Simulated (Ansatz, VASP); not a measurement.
## One calculation of LiNbO3, two programs

INCAR

```
PREC = Accurate ; ENCUT = 600
EDIFF = 1E-6 ; ISMEAR = 0
SIGMA = 0.02 ; LREAL = F
LASPH = T ; NELM = 60
ALGO = Normal ; ISIF = 3
LWAVE = F ; LCHARG = F
GGA = PS ; IBRION = 2
NSW = 100 ; EDIFFG = -0.005
```

Contents of KPOINTS:

```
regular mesh
0
Gamma
  6 6 6
```

File POSCAR:

```
LiNbO3
1.0
    2.5758000000      1.4871388234      4.6230000000
   -2.5758000000      1.4871388234      4.6230000000
    0.0000000000     -2.9742776468      4.6230000000
Li Nb O
2 2 6
Direct
    0.2815000000      0.2815000000      0.2815000000
    0.7815000000      0.7815000000      0.7815000000
    0.0000550000      0.0000550000      0.0000550000
    0.5000550000      0.5000550000      0.5000550000
    0.1123100000      0.3583600000      0.7195900000
    0.7195900000      0.1123100000      0.3583600000
    0.3583600000      0.7195900000      0.1123100000
    0.2195900000      0.8583600000      0.6123100000
    0.8583600000      0.6123100000      0.2195900000
    0.6123100000      0.2195900000      0.8583600000
```

Input for Ansatz:

```yaml
crystal:
  lattice:
    - [2.5758, 1.4871388234, 4.623]
    - [-2.5758, 1.4871388234, 4.623]
    - [0.0, -2.9742776468, 4.623]
  atoms:
    - { symbol: Li, position: [0.2815, 0.2815, 0.2815] }
    - { symbol: Li, position: [0.7815, 0.7815, 0.7815] }
    - { symbol: Nb, position: [5.5e-05, 5.5e-05, 5.5e-05] }
    - { symbol: Nb, position: [0.500055, 0.500055, 0.500055] }
    - { symbol: O, position: [0.11231, 0.35836, 0.71959] }
    - { symbol: O, position: [0.71959, 0.11231, 0.35836] }
    - { symbol: O, position: [0.35836, 0.71959, 0.11231] }
    - { symbol: O, position: [0.21959, 0.85836, 0.61231] }
    - { symbol: O, position: [0.85836, 0.61231, 0.21959] }
    - { symbol: O, position: [0.61231, 0.21959, 0.85836] }
basis:
  ecutwfc: 420
kpoints:
  mp_grid: { grid: [6, 6, 6] }
hamiltonian:
  xc: pbesol
scf:
  occupations: { method: gaussian, width: 0.02 }
output:
  forces: true
  stress: true
  eigenvalues: true
  write_density: true
  write_potential: true
  elf: true
  volumetric_format: npy
relax:
  adjacent_minimum: "off"
  f_tol: 0.005
  max_steps: 80
  cell: { stress_tol: 0.05 }
```

Alike in both runs: task relaxation of cell and atoms; functional PBEsol; k mesh 6 × 6 × 6; occupations gaussian, width 0.02 eV; no spin polarisation.

```csv
,VASP,Ansatz
version,VASP 6.6.1,Ansatz 0.2.0
potentials or method,"VASP PAW PBE potentials, release 64 (Li_sv, Nb_sv, O), cutoff 600 eV","scalar-relativistic, plane waves, PAW"
valence electrons in the cell,68,68
```

```csv
,VASP,Ansatz,Ansatz less VASP
"gap on the k mesh at the Fermi level, each at its own relaxed structure (eV)",3.49,3.52,+0.034
relaxed volume (Å³/atom),10.49,10.52,+0.035
relaxed cell length with the largest relative difference (Å),5.473,5.480,+0.0066
```

VASP's potentials were made for PBE, not for PBEsol.

Noted on VASP's run: the cutoff is short for stress, so the pressure is rough.
